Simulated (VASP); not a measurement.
Set up this calculation in VASP 6.6.1, as the native input.

```yaml
Task: single point
Functional: LDA
Potentials_or_basis: VASP PAW LDA potentials, release 64 (Zn, O)
Cutoff: 520 eV
k_mesh: 12 × 12 × 12
Occupations: gaussian, width 0.05 eV
Spin: no spin polarisation
Dipole_correction: no
Further_INCAR_settings: ALGO = Normal; EDIFF = 1e-06; NBANDS = 16
```

The structure of ZnO lies in POSCAR:

```
ZnO
1.0
    0.0000000000      2.1344448801      2.2411671242
    2.1344448801      0.0000000000      2.2411671242
    2.1344448801      2.1344448801      0.0000000000
Zn O
1 1
Direct
    0.0000000000      0.0000000000      0.0000000000
    0.5000000000      0.5000000000      0.5000000000
```

This cell differs from its parent crystal: ratio of the length along z to the lengths across it x 1.05, volume and fractional coordinates fixed.

One way to write it, as run:

INCAR

```
SYSTEM = ZnO
  ALGO = Normal
  EDIFF = 1E-6
  ENCUT = 520
  ISIF = 2
  ISMEAR = 0
  LASPH = .True.
  LCHARG = .True.
  LELF = .True.
  LREAL = .False.
  LVHAR = .True.
  LWAVE = .False.
  NBANDS = 16
  NELM = 60
  PREC = Accurate
  SIGMA = 0.05
```

KPOINTS

```
k-points
0
Gamma
  12 12 12
  0 0 0
```

Potentials or basis: VASP PAW LDA potentials, release 64 (Zn, O).

The run is started by

```sh
$ cat potpaw_LDA.64/Zn/POTCAR potpaw_LDA.64/O/POTCAR > POTCAR
$ mpirun -np 1 vasp_std > vasp.out
```

It gave:

The pressure is -13.3 GPa and the band gap on the k mesh is 0.57 eV, indirect (least direct gap 1.77 eV).

Wall time 96 s on 1 thread of AMD EPYC 7R13, on a shared host, peak memory 0.14 GiB.
